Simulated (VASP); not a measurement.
Crystal: CdS.

```
Cd S
1.0
     0.00000    2.69704    2.69704
     2.69704    0.00000    2.69704
     2.69704    2.69704    0.00000
Cd S
1 1
Direct
  0.00000 0.00000 0.00000
  0.50000 0.50000 0.50000
```

Base run:

```yaml
Program: VASP 6.6.1
Functional: PBEsol
Potentials_or_basis: VASP PAW PBE potentials, release 64 (Cd, S)
Cutoff: 520 eV
k_mesh: 8 × 8 × 8
Occupations: fermi-dirac, width 0.05 eV
Spin: no spin polarisation
```

Its results: pressure 0.7 GPa.

After a change of settings the same cell gave: pressure 5.1 GPa. Which change was it?
A. functional from PBEsol to PBE
B. functional from PBEsol to LDA; potentials or basis from VASP PAW PBE potentials, release 64 (Cd, S) to VASP PAW LDA potentials, release 64 (Cd, S)
C. functional from PBEsol to r2SCAN
D. potentials or basis from VASP PAW PBE potentials, release 64 (Cd, S) to VASP PAW PBE potentials, release 64 (Cd_sv_GW, S); cutoff from 520 eV to 540 eV; further incar settings from ALGO = Normal; EDIFF = 1e-06; NBANDS = 16 to ALGO = Normal; EDIFF = 1e-06; NBANDS = 20; valence electrons from 18 to 26

A.

PBE binds less tightly than PBEsol, so the same cell stands under more pressure.

Caveats: the PAW data sets were made with another functional, which shifts forces and pressure a little (some runs).
